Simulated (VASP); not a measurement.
Wanted: the native input for a VASP 6.6.1 run.

| Quantity | Value |
| --- | --- |
| Task | single point |
| Functional | PBE |
| Potentials or basis | VASP PAW PBE potentials, release 64 (Zr_sv, Pd, N) |
| Cutoff | 520 eV |
| k mesh | 8 × 8 × 8 |
| Occupations | gaussian, width 0.1 eV |
| Spin | no spin polarisation |
| Dipole correction | no |
| Further INCAR settings | ALGO = Normal; EDIFF = 1e-06; NBANDS = 36 |

The structure of Zr2PdN4 lies in POSCAR:

```
Zr2PdN4
1.0
   -1.7622095029      1.7622095029      5.7472708633
    1.7622095029     -1.7622095029      5.7472708633
    1.7622095029      1.7622095029     -5.7472708633
Zr Pd N
2 1 4
Direct
    0.3537700000      0.3537700000      0.0000000000
    0.6462300000      0.6462300000      0.0000000000
    0.0000000000      0.0000000000      0.0000000000
    0.5000000000      0.0000000000      0.5000000000
    0.0000000000      0.5000000000      0.5000000000
    0.1533100000      0.1533100000      0.0000000000
    0.8466900000      0.8466900000      0.0000000000
```

One way to write it, as run:

INCAR

```
SYSTEM = Zr2PdN4
PREC = Accurate
ENCUT = 520
EDIFF = 1E-6
ISMEAR = 0
SIGMA = 0.1
LREAL = .FALSE.
LASPH = .TRUE.
NELM = 80
ALGO = Normal
ISIF = 2
LWAVE = .FALSE.
LCHARG = .TRUE.
GGA = PE
LELF = .TRUE.
LVHAR = .TRUE.
NBANDS = 36
```

KPOINTS

```
Automatic mesh
0
G
  8 8 8
  0 0 0
```

Potentials or basis: VASP PAW PBE potentials, release 64 (Zr_sv, Pd, N).

The run is started by

```sh
$ cat potpaw_PBE.64/Zr_sv/POTCAR potpaw_PBE.64/Pd/POTCAR potpaw_PBE.64/N/POTCAR > POTCAR
$ mpirun -np 1 vasp_std > vasp.out
```

Results of the run:

- Pressure: 57.3 GPa
- Largest force: 10.831 eV/Å
- Band gap on the k mesh: zero (bands 27 and 28 overlap by 0.75 eV)

Caveat: the stress differs along the axes, from 50 to 61 GPa; forces of over 1 eV/Å act on the atoms, so gaps and moduli don't describe the material at rest.

Wall time 3.6 min on 1 thread of AMD EPYC 9R45 96-Core Processor (Zen 5) (shared host), peak memory 0.37 GiB.
